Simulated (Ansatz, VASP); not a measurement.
**Pt: VASP beside Ansatz**

```
Pt
1.0
     0.00000    1.98474    1.98474
     1.98474    0.00000    1.98474
     1.98474    1.98474    0.00000
Pt
1
Direct
  0.00000 0.00000 0.00000
```

Alike in both runs: functional PBE; k mesh 16 × 16 × 16; occupations gaussian, width 0.1 eV; no spin polarisation.

Ansatz relaxed the structure, and its values are those at the end. VASP's run is a single point on that final structure, the one shown.

|  | VASP | Ansatz |
| --- | --- | --- |
| version | VASP 6.6.1 | Ansatz 0.2.0 |
| potentials or method | VASP PAW PBE potentials, release 64 (Pt), cutoff 500 eV | scalar-relativistic, plane waves, PAW |
| valence electrons in the cell | 10 | 18 |

Ansatz gave:

- gap on the k mesh at the Fermi level (eV): none
- pressure (GPa): 0.0

Q: What did VASP give for the same quantities?

A: gap on the k mesh at the Fermi level (eV): none; pressure (GPa): -0.4.

A gap of «none» marks a metal or a gap that the smearing closes. The functional is the same, so the differences come from potentials, cutoffs and numerics. VASP's potentials hold 10 valence electrons a cell and Ansatz's 18, so a difference there can come from the potentials and not from the codes.

Neither program's run includes spin-orbit coupling.
